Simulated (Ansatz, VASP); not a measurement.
## Two plane-wave programs on AgBr

The input POSCAR:

```
AgBr
1.0
    0.0000000000      2.8335147658      2.8335147658
    2.8335147658      0.0000000000      2.8335147658
    2.8335147658      2.8335147658      0.0000000000
Ag Br
1 1
Direct
    0.0000000000      0.0000000000      0.0000000000
    0.5000000000      0.5000000000      0.5000000000
```

INCAR.step1

```
PREC = Accurate
ENCUT = 550
ISMEAR = 0
SIGMA = 0.02
LREAL = F
LASPH = T
NELM = 120
NBANDS = 16
GGA = PE
ALGO = Normal
EDIFF = 1E-5
LWAVE = T
LCHARG = F
GGA_COMPAT = F
```

File INCAR.step2:

```
PREC = Accurate
ENCUT = 550
EDIFF = 1E-6
ISMEAR = 0
SIGMA = 0.02
LREAL = F
LASPH = T
NELM = 120
ALGO = Normal
ISIF = 2
LWAVE = F
LCHARG = F
METAGGA = R2SCAN
LMIXTAU = T
NBANDS = 16
ISTART = 1
GGA_COMPAT = F
```

Contents of KPOINTS:

```
regular mesh
0
Gamma
  8 8 8
```

Input for Ansatz:

```yaml
crystal:
  lattice:
    - [0.0, 2.8335147658, 2.8335147658]
    - [2.8335147658, 0.0, 2.8335147658]
    - [2.8335147658, 2.8335147658, 0.0]
  atoms:
    - { symbol: Ag, position: [0.0, 0.0, 0.0] }
    - { symbol: Br, position: [0.5, 0.5, 0.5] }
basis:
  ecutwfc: 500
kpoints:
  mp_grid: { grid: [8, 8, 8] }
hamiltonian:
  xc: r2scan
scf:
  occupations: { method: gaussian, width: 0.02 }
output:
  forces: true
  stress: true
  eigenvalues: true
  write_density: true
  write_potential: true
  elf: true
  volumetric_format: npy
```

Alike in both runs: task single point; functional r2SCAN; k mesh 8 × 8 × 8; occupations gaussian, width 0.02 eV; no spin polarisation.

```csv
,VASP,Ansatz
version,VASP 6.6.1,Ansatz 0.2.0
potentials or method,"VASP PAW PBE potentials, release 64 (Ag, Br), cutoff 550 eV","scalar-relativistic, plane waves, PAW"
valence electrons in the cell,18,26
```

Ansatz gave:

| Property | Result |
| --- | --- |
| gap on the k mesh at the Fermi level (eV) | 1.30 |
| least direct gap on the mesh (eV) | 3.45 |
| pressure (GPa) | 3.3 |

Task: Estimate VASP's values.

Result: gap on the k mesh at the Fermi level (eV): 1.25; least direct gap on the mesh (eV): 3.43; pressure (GPa): 3.3.

VASP's potentials were made for PBE, not for r2SCAN. With one functional, cell and mesh, what is left measures potentials, basis and numerics. VASP's potentials hold 18 valence electrons a cell and Ansatz's 26, so a difference there can come from the potentials and not from the codes.
